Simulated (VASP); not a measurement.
# Pt (P2_1/m) in VASP: notebook

Runs on Pt. Level: PBE. Tasks: single point.

Everything below comes from runs of VASP 6.6.1. Logs are shortened: lines on timing, memory, paths and dates and some standing lists are left out, and cuts for length are marked.

### 1 The cell of the first run

The structure is monoclinic, space group P2_1/m (No. 11). The conventional cell has a = 2.828 Å, b = 4.901 Å, c = 2.828 Å, α = 90.00°, β = 120.00°, γ = 90.00°. Pt (site symmetry m) has 12 Pt at 2.78 to 3.15 Å within 3.7 Å.

### 2 Single point, PBE

File INCAR:

```
SYSTEM = Pt
  PREC = Accurate
  ENCUT = 520
  EDIFF = 1E-6
  ISMEAR = 0
  SIGMA = 0.15
  LREAL = .False.
  LASPH = .True.
  NELM = 100
  ALGO = Normal
  ISIF = 2
  LWAVE = .False.
  LCHARG = .False.
  GGA = PE
  NBANDS = 17
```

File KPOINTS:

```
regular mesh
0
Gamma
  18 18 10
  0 0 0
```

File POSCAR:

```
Pt
1.0
    2.8275031057      0.0000000000      0.0000000000
   -1.4137515529      2.4486895188      0.0000000000
    0.0000000000      0.0000000000      4.9009175713
Pt
2
Direct
    0.5967021104      0.3333333333      0.7500000000
    0.4032978896      0.6666666667      0.2500000000
```

Potentials or basis: VASP PAW PBE potentials, release 64 (Pt).

The run is started by

```console
$ cat potpaw_PBE.64/Pt/POTCAR > POTCAR
$ mpirun -np 1 vasp_std > vasp.out
```

OUTCAR:

```text
SYSTEM = Pt
   PREC = Accurate
   ENCUT = 520
   EDIFF = 1E-6
   ISMEAR = 0
   LREAL = .False.
   LASPH = .True.
   NELM = 100
   ISIF = 2
   GGA = PE

 ion  position               nearest neighbor table
   1  0.597  0.333  0.750-   2 2.78   2 2.78   2 2.97   2 2.97   2 3.15   2 3.15
   2  0.403  0.667  0.250-   1 2.78   1 2.78   1 2.97   1 2.97   1 3.15   1 3.15

  LATTYP: Found a hexagonal cell.
 ALAT       =     2.8275031057
 C/A-ratio  =     1.7333022770

  Lattice vectors:

 A1 = (   2.8275031057,   0.0000000000,   0.0000000000)
 A2 = (  -1.4137515529,   2.4486895188,   0.0000000000)
 A3 = (   0.0000000000,   0.0000000000,   4.9009175713)

Analysis of symmetry for initial positions (statically):
=====================================================================
 Subroutine PRICEL returns:
 Original cell was already a primitive cell.

 Routine SETGRP: Setting up the symmetry group for a
 hexagonal supercell.

 Subroutine GETGRP returns: Found  4 space group operations
 (whereof  2 operations were pure point group operations)
 out of a pool of 24 trial point group operations.

The static configuration has the point symmetry S_2 .
 The point group associated with its full space group is C_2h.

Analysis of symmetry for dynamics (positions and initial velocities):
=====================================================================
 Subroutine PRICEL returns:
 Original cell was already a primitive cell.

 Routine SETGRP: Setting up the symmetry group for a
 hexagonal supercell.

 Subroutine GETGRP returns: Found  4 space group operations
 (whereof  2 operations were pure point group operations)
 out of a pool of 24 trial point group operations.

The dynamic configuration has the point symmetry S_2 .
 The point group associated with its full space group is C_2h.

 Subroutine INISYM returns: Found  4 space group operations
 (whereof  2 operations are pure point group operations),
 and found     1 'primitive' translations

----------------------------------------------------------------------------------------

                                     Primitive cell

  volume of cell :      33.9324

  direct lattice vectors                    reciprocal lattice vectors
     2.827503106  0.000000000  0.000000000     0.353668931  0.204190852  0.000000000
    -1.413751553  2.448689519  0.000000000     0.000000000  0.408381705  0.000000000
     0.000000000  0.000000000  4.900917571     0.000000000  0.000000000  0.204043424

  length of vectors
     2.827503106  2.827503106  4.900917571     0.408381705  0.408381705  0.204043424

  position of ions in fractional coordinates (direct lattice)
     0.596702110  0.333333333  0.750000000
     0.403297890  0.666666667  0.250000000

  ion indices of the primitive-cell ions
   primitive index   ion index
                 1           1
                 2           2

----------------------------------------------------------------------------------------

 KPOINTS: regular mesh

Automatic generation of k-mesh.
 Grid dimensions read from file:
 generate k-points for:   18   18   10

 Generating k-lattice:

  Cartesian coordinates                     Fractional coordinates (reciprocal lattice)
     0.019648274  0.011343936  0.000000000     0.055555556  0.000000000  0.000000000
     0.000000000  0.022687872  0.000000000     0.000000000  0.055555556  0.000000000
     0.000000000  0.000000000  0.020404342     0.000000000  0.000000000  0.100000000

  Length of vectors
     0.022687872  0.022687872  0.020404342

  Shift w.r.t. Gamma in fractional coordinates (k-lattice)
     0.000000000  0.000000000  0.000000000

 Subroutine IBZKPT returns following result:
 ===========================================

 Found    984 irreducible k-points:

 Following reciprocal coordinates:
            Coordinates               Weight
  0.000000  0.000000  0.000000      1.000000
  0.055556  0.000000  0.000000      2.000000
  0.000000  0.055556  0.000000      2.000000
 -0.055556  0.055556  0.000000      2.000000
  0.111111  0.000000  0.000000      2.000000
  0.000000  0.111111  0.000000      2.000000
[... 16 lines left out ...]
  0.444444  0.000000  0.000000      2.000000
  0.000000  0.444444  0.000000      2.000000
 [... further k-points ...]
   k-points           NKPTS =    984   k-points in BZ     NKDIM =    984   number of bands    NBANDS=     17
   number of dos      NEDOS =    301   number of ions     NIONS =      2
   total plane-waves  NPLWV =  20736
   dimension x,y,z NGX =    24 NGY =   24 NGZ =   36
   dimension x,y,z NGXF=    48 NGYF=   48 NGZF=   72
   ions per type =               2
   NGX,Y,Z   is equivalent  to a cutoff of  14.11, 14.11, 12.21 a.u.
   NGXF,Y,Z  is equivalent  to a cutoff of  28.22, 28.22, 24.42 a.u.
 SYSTEM =  Pt
   PREC   = accura    normal or accurate (medium, high low for compatibility)
   ISTART =      0    job   : 0-new  1-cont  2-samecut
   ICHARG =      2    charge: 1-file 2-atom 10-const
   ISPIN  =      1    spin polarized calculation?
   LNONCOLLINEAR =      F non collinear calculations
   LSORBIT =      F    spin-orbit coupling
   LASPH  =      T    aspherical Exc in radial PAW
   ENCUT  =  520.0 eV  38.22 Ry    6.18 a.u.   5.26  5.26  9.11*2*pi/ulx,y,z
   NELM   =    100;   NELMIN=  2; NELMDL= -5     # of ELM steps
   EDIFF  = 0.1E-05   stopping-criterion for ELM
   LREAL  =      F    real-space projection
   EDIFFG = 0.1E-04   stopping-criterion for IOM
   NSW    =      0    number of steps for IOM
   IBRION =     -1    ionic relax: 0-MD 1-quasi-New 2-CG
   NFREE  =      0    steps in history (QN), initial steepest desc. (CG)
   ISIF   =      2    stress and relaxation
   ISYM   =      2    0-nonsym 1-usesym 2-fastsym
   POTIM  = 0.5000    time-step for ionic-motion
   TEBEG  =    0.0;   TEEND  =   0.0 temperature during run
   PSTRESS=    0.0 pullay stress
   NELECT =      20.0000    total number of electrons
   NUPDOWN=      -1.0000    fix difference up-down
   EMIN   =  10.00;   EMAX   =-10.00  energy-range for DOS
   EFERMI =   0.00;   METHOD = LEGACY
   ISMEAR =     0;   SIGMA  =   0.15  broadening in eV -4-tet -1-fermi 0-gaus
   EFERMI_NEDOS =   21; number of points for ismear=-14 and -15
   IALGO  =     38    algorithm
   IMIX   =      4    mixing-type and parameters
     AMIX     =   0.40;   BMIX     =  1.00
     AMIX_MAG =   1.60;   BMIX_MAG =  1.00
  volume/ion in A,a.u.               =      16.97       114.49
  Fermi-wavevector in a.u.,A,eV,Ry     =   1.372609  2.593854 25.634121  1.884055
  Thomas-Fermi vector in A             =   2.498200
   LORBIT       =      0    0 simple, 1 ext, 2 COOP (PROOUT), +10 PAW based schemes
   GGA     = PE    functional components
   LHFCALC =     F    Hartree Fock is set to
   AEXX    =    0.0000 exact exchange contribution
   IVDW    =     0    specifies the selected vdW correction
   LEPSILON=     F    determine dielectric tensor
   LRPA    =     F    only Hartree local field effects (RPA)
 non-spin polarized calculation
 Gauss-broadening in eV      SIGMA  =   0.15
  energy-cutoff  :      520.00
  volume of cell :       33.93
 maximum number of plane-waves:       928
 NGX is ok and might be reduce to    24
   NGX = 11   NGY = 11   NGZ = 19

 number of electron      19.9999998 magnetization

 Free energy of the ion-electron system (eV)
  ---------------------------------------------------
  ext. energy  EPLUGINS =         0.00000000
  ---------------------------------------------------
  free energy    TOTEN  =       -11.99390354 eV

  energy without entropy =      -11.95686121  energy(sigma->0) =      -11.97538238

 E-fermi :   9.1249     XC(G=0): -12.7802

 val. band max:        9.1242119086   @ k =   0.3889   0.1667   0.4000
 cond. band min:       9.1257356224   @ k =  -0.3889   0.3889   0.3000
 fundamental gap:      0.0015237138
 Fermi energy:         9.1248694634

 k-point     1 :       0.0000    0.0000    0.0000
  band No.  band energies     occupation
      1       0.1838      2.00000
      2       2.7812      2.00000
      3       5.2622      2.00000
      4       6.0146      2.00000
      5       6.2548      2.00000
      6       6.3357      2.00000
[... 9 lines left out ...]
     16      25.6737      0.00000
     17      28.6315      0.00000

 k-point     2 :       0.0556    0.0000    0.0000
  band No.  band energies     occupation
      1       0.2864      2.00000
      2       2.8707      2.00000
      3       5.2870      2.00000
      4       6.0886      2.00000
      5       6.2196      2.00000
      6       6.3136      2.00000
[... 9 lines left out ...]
     16      25.6449      0.00000
     17      28.2210      0.00000

 k-point     3 :       0.0000    0.0556    0.0000
  band No.  band energies     occupation
      1       0.2885      2.00000
      2       2.8790      2.00000
      3       5.2912      2.00000
      4       6.0034      2.00000
      5       6.2938      2.00000
      6       6.3264      2.00000
[... 9 lines left out ...]
     16      25.7933      0.00000
     17      27.9233      0.00000

 k-point     4 :      -0.0556    0.0556    0.0000
  band No.  band energies     occupation
      1       0.2896      2.00000
      2       2.8823      2.00000
      3       5.2768      2.00000
      4       5.9770      2.00000
      5       6.3146      2.00000
      6       6.4104      2.00000
[... 9 lines left out ...]
     16      25.8343      0.00000
     17      28.1431      0.00000
[... 343 lines left out ...]
      1       3.4231      2.00000
      2       3.8461      2.00000
      3       4.8095      2.00000
      4       5.4658      2.00000
      5       5.4723      2.00000
      6       6.4669      2.00000
[... 9 lines left out ...]
     16      21.9927      0.00000
     17      22.2953      0.00000

 k-point    23 :       0.4444    0.0000    0.0000
  band No.  band energies     occupation
      1       3.0076      2.00000
      2       3.4439      2.00000
      3       3.8165      2.00000
      4       6.2442      2.00000
      5       6.2464      2.00000
      6       7.1349      2.00000
[... 9 lines left out ...]
     16      21.3675      0.00000
     17      23.7304      0.00000

 k-point    24 :       0.0000    0.4444    0.0000
  band No.  band energies     occupation
      1       3.3983      2.00000
      2       3.6399      2.00000
      3       4.1632      2.00000
      4       5.9762      2.00000
      5       6.0468      2.00000
      6       6.8182      2.00000
[... 9 lines left out ...]
     16      22.0471      0.00000
     17      22.4777      0.00000

 [... further k-points ...]
[... 5 lines left out ...]
  --------------------------------------------------------------------------------------
  -------------------------------------------------------------------------------------
  Total       -3.0726102     -3.4436174     -2.4257139      0.0137336      0.0000000      0.0000000
  in kB     -145.0787594   -162.5965273   -114.5344025      0.6484580      0.0000000      0.0000000
  external PRESSURE =    -140.7365631 kB  Pullay stress =       0.0000000 kB

 VOLUME and BASIS-vectors are now :
 -----------------------------------------------------------------------------
  energy-cutoff  :      520.00
  volume of cell :       33.93
      direct lattice vectors                 reciprocal lattice vectors
     2.827503106  0.000000000  0.000000000     0.353668931  0.204190852  0.000000000
    -1.413751553  2.448689519  0.000000000     0.000000000  0.408381705  0.000000000
     0.000000000  0.000000000  4.900917571     0.000000000  0.000000000  0.204043424

 POSITION                                       TOTAL-FORCE (eV/Angst)
 -----------------------------------------------------------------------------------
      1.21593      0.81623      3.67569        -0.022654     -0.211911      0.000000
      0.19783      1.63246      1.22523         0.022654      0.211911      0.000000
 -----------------------------------------------------------------------------------
    total drift:                               -0.000000      0.000000     -0.000000

  FREE ENERGIE OF THE ION-ELECTRON SYSTEM (eV)
  ---------------------------------------------------
  free  energy   TOTEN  =       -11.9939035365 eV

  energy  without entropy=      -11.9568612143  energy(sigma->0) =      -11.97538238
```

Wall time 5.2 min (1 thread of Intel Xeon Platinum 8259CL at 2.50GHz (Skylake/Cascade Lake), shared host); peak memory 0.55 GiB.

Results:

```yaml
Free_energy: -11.9939 eV
Pressure: -14.1 GPa
Largest_force: 0.213 eV/Å
Band_gap_on_the_k_mesh: zero (band 10 reaches 9.60 eV, above the bottom of band 11 at 8.36 eV)
```

Forces in eV/Å, atoms in the order of the input:
```
Pt  -0.023 -0.212  0.000
Pt   0.023  0.212  0.000
```

Caveat: spin-orbit coupling is left out, which moves the levels of the heavy elements.

### 3 Single point, PBE

This run uses another cell than the first one, of 15.75 Å³/atom, 0.929 times its volume.

File INCAR:

```
ALGO = Normal
EDIFF = 1E-7
ENCUT = 520
GGA = PE
ISIF = 2
ISMEAR = 0
LASPH = T
LCHARG = F
LREAL = F
LWAVE = F
NBANDS = 17
NELM = 100
PREC = Accurate
SIGMA = 0.15
```

File KPOINTS:

```
k-points
0
Gamma
  18 18 10
```

File POSCAR:

```
Pt
1.0
    2.7585396153      0.0000000000      0.0000000000
   -1.3792698077      2.3889653842      0.0000000000
    0.0000000000      0.0000000000      4.7813829964
Pt
2
Direct
    0.6316843886      0.3333333333      0.7500000000
    0.3683156114      0.6666666667      0.2500000000
```

Potentials or basis: VASP PAW PBE potentials, release 64 (Pt).

The run is started by

```console
$ cat potpaw_PBE.64/Pt/POTCAR > POTCAR
$ mpirun -np 1 vasp_std > vasp.out
```

Wall time 5.8 min (1 thread of Intel Xeon Platinum 8259CL at 2.50GHz (Skylake/Cascade Lake), shared host); peak memory 0.52 GiB.

Results (log left out):

| Quantity | Value |
| --- | --- |
| Free energy | -12.1044 eV |
| Pressure | -0.1 GPa |
| Largest force | 0.098 eV/Å |
| Band gap on the k mesh | zero (band 10 reaches 10.97 eV, above the bottom of band 11 at 9.67 eV) |

Forces in eV/Å, atoms in the order of the input:
```
Pt  -0.017 -0.097  0.000
Pt   0.017  0.097  0.000
```

Stress tensor (GPa, compression positive):
```
 0.24 -0.48  0.00
-0.48 -0.66  0.00
 0.00  0.00  0.21
```

Levels at points of the mesh, in eV from the Fermi level:
```csv
k point,band 6,band 7,band 8,band 9,band 10,band 11,band 12,band 13,band 14,band 15
"(0.00, 0.00, 0.00)",-3.13,-2.94,-2.15,-1.40,-0.71,-0.62,0.07,4.75,15.09,15.72
"(0.50, 0.00, 0.00)",-2.82,-2.11,0.01,0.36,0.40,1.88,4.07,6.79,7.83,10.16
"(0.00, 0.50, 0.00)",-2.98,-2.59,-0.19,0.30,0.47,2.27,3.75,7.26,8.86,9.56
"(0.50, 0.50, 0.00)",-3.02,-2.87,-0.09,0.23,0.55,2.64,3.40,7.83,8.94,9.93
"(0.00, 0.00, 0.50)",-3.45,-3.36,-3.36,-0.93,-0.93,-0.72,-0.72,11.94,11.94,15.60
"(0.50, 0.00, 0.50)",-1.91,-1.30,-1.30,0.41,0.41,2.18,2.18,6.11,6.11,14.81
"(0.00, 0.50, 0.50)",-1.83,-0.75,-0.75,0.40,0.40,1.71,1.71,6.48,6.48,14.01
"(0.50, 0.50, 0.50)",-1.77,-0.30,-0.30,0.39,0.39,1.24,1.24,6.76,6.76,13.58
```

Caveat: spin-orbit coupling is left out, which moves the levels of the heavy elements.
